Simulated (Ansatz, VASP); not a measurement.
MoS2, level by level in two programs

```xyz
3
Lattice="1.5800 0.9122 6.1500 -1.5800 0.9122 6.1500 0.0000 -1.8244 6.1500" Properties=species:S:1:pos:R:3 pbc="T T T"
Mo    0.0000    0.0000    0.0000
S     0.0000    0.0000    7.6936
S     0.0000    0.0000    4.6125
```

Single points on this cell with VASP 6.6.1 and Ansatz 0.2.0. Each row is one pair of runs. Alike in all rows: spin: off; k mesh: 10 × 10 × 10; VASP's potentials, cutoff: VASP PAW PBE potentials, release 64 (Mo_sv, S), 520 eV; Ansatz's potentials, cutoff: Ansatz PAW, 420 eV.

```tsv
level	smearing	gap on the k mesh at the Fermi level (eV), VASP	gap on the k mesh at the Fermi level (eV), Ansatz	least direct gap on the mesh (eV), VASP	least direct gap on the mesh (eV), Ansatz	pressure (GPa), VASP	pressure (GPa), Ansatz
RPBE	gaussian, width 0.05 eV	1.02	1.00	1.96	1.96	7.8	8.1
PBEsol	gaussian, width 0.1 eV	0.92	0.91	1.96	1.96	0.3	0.3
PBEsol	gaussian, width 0.02 eV	0.92	0.91	1.96	1.96	0.3	0.3
```

Gap on the k mesh at the fermi level (eV): the two programs differ by at most 0.017; least direct gap on the mesh (eV): the two programs differ by at most 0.005; pressure (GPa): the two programs differ by at most 0.25.
